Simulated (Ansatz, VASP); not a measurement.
**Two plane-wave programs on HBr**

```
H Br
1.0
     0.00000    2.82000    3.03150
     2.77750    0.00000    3.03150
     2.77750    2.82000    0.00000
H Br
1 1
Cartesian
  0.0000 0.0000 0.0000
  2.7775 2.8200 3.0315
```

Alike in both runs: task single point; functional LDA; k mesh 6 × 6 × 6; occupations gaussian, width 0.1 eV; no spin polarisation.

```csv
,VASP,Ansatz
version,VASP 6.6.1,Ansatz 0.2.0
potentials or method,"VASP PAW LDA potentials, release 64 (H, Br), cutoff 520 eV","scalar-relativistic, plane waves, PAW"
valence electrons in the cell,8,8
```

|  | VASP | Ansatz | Ansatz less VASP |
| --- | --- | --- | --- |
| gap on the k mesh at the Fermi level (eV) | none | none | - |
| pressure (GPa) | -9.3 | -9.3 | +0.03 |
| traceless stress, the component that is largest in VASP (GPa) | 3.08 | 3.09 | +0.009 |

LDA's correlation is that of Perdew and Zunger in VASP and of Perdew and Wang (1992) in Ansatz. A gap of «none» marks a metal or a gap that the smearing closes.
